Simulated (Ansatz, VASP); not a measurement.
**SiC in VASP and in Ansatz**

```
Si C
1.0
     4.37973    0.00000    0.00000
     0.00000   -4.37973    0.00000
     0.00000    0.00000   -4.37973
Si C
4 4
Direct
  0.00000 0.00000 0.00000
  0.50000 0.50000 0.00000
  0.50000 0.00000 0.50000
  0.00000 0.50000 0.50000
  0.75000 0.75000 0.71803
  0.25000 0.25000 0.75000
  0.25000 0.75000 0.25000
  0.75000 0.25000 0.25000
```

Alike in both runs: task single point; functional PBE; k mesh 6 × 6 × 6; occupations gaussian, width 0.05 eV; no spin polarisation.

|  | VASP | Ansatz |
| --- | --- | --- |
| version | VASP 6.6.1 | Ansatz 0.2.0 |
| potentials or method | VASP PAW PBE potentials, release 64 (Si, C), cutoff 520 eV | scalar-relativistic, plane waves, PAW |
| valence electrons in the cell | 32 | 32 |

|  | VASP | Ansatz | Ansatz less VASP |
| --- | --- | --- | --- |
| gap on the k mesh at the Fermi level (eV) | 1.20 | 1.20 | +0.002 |
| least direct gap on the mesh (eV) | 1.20 | 1.20 | +0.002 |
| pressure (GPa) | 0.7 | 0.7 | +0.05 |
| traceless stress, the component that is largest in VASP (GPa) | 2.10 | 2.10 | +0.004 |
| rms of the force components (eV/Å) | 0.727 | 0.727 | +0.0003 |

Atom by atom the forces differ by 0.001 eV/Å (rms over components). With one functional, cell and mesh, what is left measures potentials, basis and numerics.
